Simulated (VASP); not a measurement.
# K (I4_1/amd) in VASP: a series of runs, part 2 of 2

VASP 6.6.1. Earlier steps stand in the parts before.

### 3 Single point, PBE

This run uses another cell than the first one, of 75.32 Å³/atom, 1.021 times its volume.

INCAR reads:

```
ALGO     = Fast           # electronic algorithm
EDIFF    = 1E-6           # SCF threshold, eV
ENCUT    = 520            # plane-wave cutoff, eV
GGA      = PE             # functional
ISIF     = 2              # what is computed and relaxed
ISMEAR   = -1             # smearing method
LASPH    = T              # aspherical terms in the spheres
LCHARG   = F              # write CHGCAR
LREAL    = F              # projectors in reciprocal space
LWAVE    = F              # write WAVECAR
NBANDS   = 16             # bands
NELM     = 80             # most SCF steps
PREC     = Accurate       # precision mode
SIGMA    = 0.05           # smearing width, eV
```

KPOINTS reads:

```
k-points
0
Gamma
  9 9 9
```

POSCAR reads:

```
K
1.0
   -2.1782660774      2.1782660774      7.9371266709
    2.1782660774     -2.1782660774      7.9371266709
    2.1782660774      2.1782660774     -7.9371266709
K
2
Direct
    0.5000000000      0.5000000000      0.0000000000
    0.2500000000      0.7500000000      0.5000000000
```

Potentials or basis: VASP PAW PBE potentials, release 64 (K_sv).

The run is started by

```bash
cat potpaw_PBE.64/K_sv/POTCAR > POTCAR
mpirun -np 1 vasp_std > vasp.out
```

Run time: 6.9 min. Hardware: 1 thread of Intel Xeon 6975P-C (Granite Rapids), shared host; peak memory 0.6 GiB.

Results (log left out):

```yaml
Free_energy: -1.9766 eV
Pressure: 0.1 GPa
Band_gap_on_the_k_mesh: zero (band 9 reaches 1.00 eV, above the bottom of band 10 at -1.50 eV)
```

Stress tensor (GPa, compression positive):
```
0.09 0.00 0.00
0.00 0.09 0.00
0.00 0.00 0.02
```

Levels at points of the mesh, in eV from the Fermi level:
```
           k point  band 6  band 7  band 8  band 9  band 10  band 11  band 12  band 13
(0.00, 0.00, 0.00)  -15.68  -15.68  -15.68   -2.13     0.23     0.42     3.16     3.17
```

### 4 Single point, PBE

This run uses another cell than the first one, of 76.89 Å³/atom, 1.043 times its volume.

INCAR reads:

```
ALGO = Fast
EDIFF = 1E-6
ENCUT = 520
GGA = PE
ISIF = 2
ISMEAR = -1
LASPH = True
LCHARG = False
LREAL = False
LWAVE = False
NBANDS = 16
NELM = 100
PREC = Accurate
SIGMA = 0.05
```

KPOINTS is that of step 3.

POSCAR reads:

```
K
1.0
   -2.1932890768      2.1932890768      7.9918672053
    2.1932890768     -2.1932890768      7.9918672053
    2.1932890768      2.1932890768     -7.9918672053
K
2
Direct
    0.5000000000      0.5000000000      0.0000000000
    0.2500000000      0.7500000000      0.5000000000
```

Potentials or basis: VASP PAW PBE potentials, release 64 (K_sv).

The run is started by

```bash
cat potpaw_PBE.64/K_sv/POTCAR > POTCAR
mpirun -np 1 vasp_std > vasp.out
```

OUTCAR:

```text
EDIFF = 1E-6
   ENCUT = 520
   GGA = PE
   ISIF = 2
   ISMEAR = -1
   LASPH = True
   LREAL = False
   NELM = 100
   PREC = Accurate

 ion  position               nearest neighbor table
   1  0.500  0.500  0.000-
   2  0.250  0.750  0.500-

  LATTYP: Found a body centered tetragonal cell.
 ALAT       =     4.3865781536
 C/A-ratio  =     3.6437819756

  Lattice vectors:

 A1 = (  -2.1932890768,   2.1932890768,   7.9918672053)
[... 641 lines left out ...]

 [... further k-points ...]

------------------------ aborting loop because EDIFF is reached ----------------------------------------

  FORCE on cell =-STRESS in cart. coord.  units (eV):
  Direction    XX          YY          ZZ          XY          YZ          ZX
  --------------------------------------------------------------------------------------
  -------------------------------------------------------------------------------------
  Total        0.0244388      0.0244388     -0.0515052      0.0000000     -0.0000000      0.0000000
  in kB        0.2546188      0.2546188     -0.5366137      0.0000000     -0.0000000      0.0000000
  external PRESSURE =      -0.0091253 kB  Pullay stress =       0.0000000 kB

 VOLUME and BASIS-vectors are now :
 -----------------------------------------------------------------------------
  energy-cutoff  :      520.00
  volume of cell :      153.78
      direct lattice vectors                 reciprocal lattice vectors
    -2.193289077  2.193289077  7.991867205     0.000000000  0.227968126  0.062563602
     2.193289077 -2.193289077  7.991867205     0.227968126  0.000000000  0.062563602
     2.193289077  2.193289077 -7.991867205     0.227968126  0.227968126  0.000000000

 POSITION                                       TOTAL-FORCE (eV/Angst)
 -----------------------------------------------------------------------------------
      0.00000      0.00000      7.99187         0.000000      0.000000     -0.000000
      2.19329      0.00000      3.99593        -0.000000     -0.000000      0.000000
 -----------------------------------------------------------------------------------
    total drift:                                0.000000     -0.000000      0.000000

  FREE ENERGIE OF THE ION-ELECTRON SYSTEM (eV)
  ---------------------------------------------------
  free  energy   TOTEN  =        -1.9774716950 eV

  energy  without entropy=       -1.9644643072  energy(sigma->0) =       -1.97096800
```

Run time: 5.9 min. Hardware: 1 thread of Intel Xeon 6975P-C (Granite Rapids), shared host; peak memory 0.6 GiB.

What came out:

| Property | Result |
| --- | --- |
| Free energy | -1.9775 eV |
| Pressure | 0.0 GPa |
| Band gap on the k mesh | zero (band 9 reaches 0.96 eV, above the bottom of band 10 at -1.53 eV) |

### 5 Single point, PBE

This run uses another cell than the first one, of 78.46 Å³/atom, 1.064 times its volume.

INCAR reads:

```
SYSTEM = K
PREC = Accurate ; ENCUT = 520
EDIFF = 1E-7 ; ISMEAR = -1
SIGMA = 0.05 ; LREAL = .FALSE.
LASPH = .TRUE. ; NELM = 60
ALGO = Fast ; ISIF = 2
LWAVE = .FALSE. ; LCHARG = .FALSE.
GGA = PE ; NBANDS = 16
```

KPOINTS reads:

```
regular mesh
0
G
  9 9 9
  0 0 0
```

POSCAR reads:

```
K
1.0
   -2.2081090471      2.2081090471      8.0458679461
    2.2081090471     -2.2081090471      8.0458679461
    2.2081090471      2.2081090471     -8.0458679461
K
2
Direct
    0.5000000000      0.5000000000      0.0000000000
    0.2500000000      0.7500000000      0.5000000000
```

The run is started by

```bash
cat potpaw_PBE.64/K_sv/POTCAR > POTCAR
mpirun -np 1 vasp_std > vasp.out
```

Wall time 7 min (1 thread of Intel Xeon 6975P-C (Granite Rapids), shared host); peak memory 0.57 GiB.

It converged, with:

```yaml
Free_energy: -1.9771 eV
Pressure: -0.1 GPa
Band_gap_on_the_k_mesh: zero (band 9 reaches 0.92 eV, above the bottom of band 10 at -1.56 eV)
```

Stress tensor (GPa, compression positive):
```
-0.03  0.00  0.00
 0.00 -0.03  0.00
 0.00  0.00 -0.12
```

Levels at points of the mesh, in eV from the Fermi level:
| k point | band 7 | band 8 | band 9 | band 10 | band 11 | band 12 |
| --- | --- | --- | --- | --- | --- | --- |
| (0.00, 0.00, 0.00) | -15.71 | -15.71 | -2.07 | 0.23 | 0.41 | 3.15 |

### 6 Single point, PBE

This run uses another cell than the first one, of 78.46 Å³/atom, 1.064 times its volume.

INCAR reads:

```
  PREC = Accurate
  ENCUT = 520
  EDIFF = 1E-6
  ISMEAR = -1
  SIGMA = 0.05
  LREAL = F
  LASPH = T
  NELM = 60
  ALGO = Fast
  ISIF = 2
  LWAVE = F
  LCHARG = T
  GGA = PE
  LELF = T
  LVHAR = T
  NBANDS = 16
```

KPOINTS reads:

```
Automatic mesh
0
Gamma
  9 9 9
```

POSCAR is that of step 5.

Potentials or basis: VASP PAW PBE potentials, release 64 (K_sv).

The run is started by

```bash
cat potpaw_PBE.64/K_sv/POTCAR > POTCAR
mpirun -np 1 vasp_std > vasp.out
```

Run time: 6.8 min. Hardware: 1 thread of Intel Xeon 6975P-C (Granite Rapids), shared host; peak memory 0.62 GiB.

It converged, with:

```
Free energy            : -1.9771 eV
Pressure               : -0.1 GPa
Band gap on the k mesh : zero (band 9 reaches 0.92 eV, above the bottom of band 10 at -1.56 eV)
```

Stress tensor (GPa, compression positive):
```
-0.03  0.00  0.00
 0.00 -0.03  0.00
 0.00  0.00 -0.12
```

Levels at points of the mesh, in eV from the Fermi level:
```
           k point  band 6  band 7  band 8  band 9  band 10  band 11  band 12  band 13
(0.00, 0.00, 0.00)  -15.71  -15.71  -15.71   -2.07     0.23     0.41     3.15     3.15
```

### 7 Summary

| cell | further INCAR settings | gap on the mesh (eV) | pressure (GPa) |
| --- | --- | --- | --- |
| a = 8.454 Å, angles 150.4, 150.4, 42.4°, 2 atoms | ALGO = Fast; EDIFF = 1e-06; NBANDS = 16 | none | 0.1 |
| a = 8.514 Å, angles 150.4, 150.4, 42.4°, 2 atoms | ALGO = Fast; EDIFF = 1e-06; NBANDS = 16 | none | 0.1 |
| a = 8.573 Å, angles 150.4, 150.4, 42.4°, 2 atoms | ALGO = Fast; EDIFF = 1e-06; NBANDS = 16 | none | 0.0 |
| a = 8.631 Å, angles 150.4, 150.4, 42.4°, 2 atoms | ALGO = Fast; EDIFF = 1e-07; NBANDS = 16 | none | -0.1 |
| a = 8.631 Å, angles 150.4, 150.4, 42.4°, 2 atoms | ALGO = Fast; EDIFF = 1e-06; NBANDS = 16 | none | -0.1 |

Alike in all rows: task single point; level PBE; potentials or basis VASP PAW PBE potentials, release 64 (K_sv); no spin polarisation; k mesh 9 × 9 × 9; cutoff (eV) 520; smearing fermi-dirac 0.05 eV.

Total energies depend on the potentials used, so only differences within one code and one set of settings carry meaning.
